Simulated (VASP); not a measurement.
A run of VASP 6.6.1 is set up as follows.

File POSCAR:

```
InP
1.0
    0.0000000000      2.9305000000      3.0184150000
    2.9305000000      0.0000000000      3.0184150000
    2.9305000000      2.9305000000      0.0000000000
In P
1 1
Direct
    0.0000000000      0.0000000000      0.0000000000
    0.7500000000      0.7500000000      0.7500000000
```

The input INCAR.step1:

```
SYSTEM = InP
  ALGO = Normal
  EDIFF = 1E-4
  ENCUT = 520
  GGA = PE
  ISMEAR = 0
  LASPH = .TRUE.
  LCHARG = .FALSE.
  LREAL = .FALSE.
  LWAVE = .TRUE.
  NBANDS = 16
  NELM = 80
  PREC = Accurate
  SIGMA = 0.05
```

The input INCAR.step2:

```
SYSTEM = InP
  ALGO = Normal
  EDIFF = 1E-6
  ENCUT = 520
  ISIF = 2
  ISMEAR = 0
  ISTART = 1
  LASPH = .TRUE.
  LCHARG = .TRUE.
  LELF = .TRUE.
  LMIXTAU = .TRUE.
  LREAL = .FALSE.
  LVHAR = .TRUE.
  LWAVE = .FALSE.
  METAGGA = R2SCAN
  NBANDS = 16
  NELM = 80
  PREC = Accurate
  SIGMA = 0.05
```

Contents of KPOINTS:

```
k-points
0
G
  8 8 8
  0 0 0
```

Potentials or basis: VASP PAW PBE potentials, release 64 (In_d, P).

Launch:

```sh
$ cat potpaw_PBE.64/In_d/POTCAR potpaw_PBE.64/P/POTCAR > POTCAR
$ cp INCAR.step1 INCAR
$ mpirun -np 1 vasp_std > vasp.out
$ cp INCAR.step2 INCAR
$ mpirun -np 1 vasp_std > vasp.out
```

Q: What does it give for the pressure?

A: -0.5 GPa.

Q: Estimate the band gap on the k mesh.

A: 0.94 eV, direct.

Stress tensor (GPa, compression positive):
```
-0.06  0.00  0.00
 0.00 -0.06  0.00
 0.00  0.00 -1.48
```

Caveat: the cell differs from its parent crystal (strain +0.000 along x and y, +0.030 along z); the PAW data sets were made with another functional, which shifts forces and pressure a little; spin-orbit coupling is left out, which moves the levels of the heavy elements.
